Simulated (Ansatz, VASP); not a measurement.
Ta3WN2 in VASP and in Ansatz

```
Ta W N
1.0
     4.88235    0.00000    0.00000
    -2.44118    4.22824    0.00000
     0.00000    0.00000    4.49730
Ta W N
3 1 2
Direct
  0.33333 0.66667 0.50000
  0.66667 0.33333 0.50000
  0.00000 0.00000 0.50000
  0.00000 0.00000 0.00000
  0.33333 0.66667 0.00000
  0.66667 0.33333 0.00000
```

Alike in both runs: functional PBE; k mesh 3 × 3 × 4; occupations gaussian, width 0.1 eV; no spin polarisation.

Ansatz relaxed the structure, and its values are those at the end. VASP's run is a single point on that final structure, the one shown.

|  | VASP | Ansatz |
| --- | --- | --- |
| version | VASP 6.6.1 | Ansatz 0.2.0 |
| potentials or method | VASP PAW PBE potentials, release 64 (Ta_sv_GW, W_sv, N), cutoff 700 eV | scalar-relativistic, plane waves, PAW |
| valence electrons in the cell | 63 | 63 |

```tsv
	VASP	Ansatz	Ansatz less VASP
gap on the k mesh at the Fermi level (eV)	none	none	-
pressure (GPa)	0.0	-0.1	-0.14
```

A gap of «none» marks a metal or a gap that the smearing closes.

The k mesh is coarse, so the values compare programs but aren't converged. Spin-orbit coupling is off throughout.
